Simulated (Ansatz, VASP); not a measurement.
ZrO2 in VASP and in Ansatz

INCAR

```
SYSTEM = ZrO2
PREC = Accurate ; ENCUT = 600
EDIFF = 1E-6 ; ISMEAR = 0
SIGMA = 0.01 ; LREAL = .False.
LASPH = .True. ; NELM = 120
ALGO = Normal ; ISIF = 2
LWAVE = .False. ; LCHARG = .True.
GGA = PE ; LELF = .True.
LVHAR = .True. ; NBANDS = 19
GGA_COMPAT = .False.
```

KPOINTS

```
regular mesh
0
Gamma
  6 6 6
  0 0 0
```

The input POSCAR:

```
ZrO2
1.0
    0.0000000000      2.5847185048      2.5847185048
    2.5847185048      0.0000000000      2.5847185048
    2.5847185048      2.5847185048      0.0000000000
Zr O
1 2
Direct
    0.0000000000      0.0000000000      0.0000000000
    0.2500000000      0.2500000000      0.2500000000
    0.7500000000      0.7500000000      0.7500000000
```

Input for Ansatz:

```yaml
crystal:
  lattice:
    - [0.0, 2.5847185048403185, 2.5847185048403185]
    - [2.5847185048403185, 0.0, 2.5847185048403185]
    - [2.5847185048403185, 2.5847185048403185, 0.0]
  atoms:
    - { symbol: Zr, position: [0.0, 0.0, 0.0] }
    - { symbol: O, position: [0.25, 0.25, 0.25] }
    - { symbol: O, position: [0.75, 0.75, 0.75] }
basis:
  ecutwfc: 500.0
kpoints:
  mp_grid:
    grid: [6, 6, 6]
hamiltonian:
  xc: pbe
scf:
  occupations:
    method: fixed
output:
  stress: true
```

Alike in both runs: task single point; functional PBE; k mesh 6 × 6 × 6; no spin polarisation.

|  | VASP | Ansatz |
| --- | --- | --- |
| version | VASP 6.6.1 | Ansatz 0.2.0 |
| potentials or method | VASP PAW PBE potentials, release 64 (Zr_sv, O), cutoff 600 eV | plane waves, PAW |
| occupations | gaussian, width 0.01 eV | fixed |
| valence electrons in the cell | 24 | 24 |

```csv
,VASP,Ansatz,Ansatz less VASP
pressure (GPa),-6.9,-6.9,-0.04
```
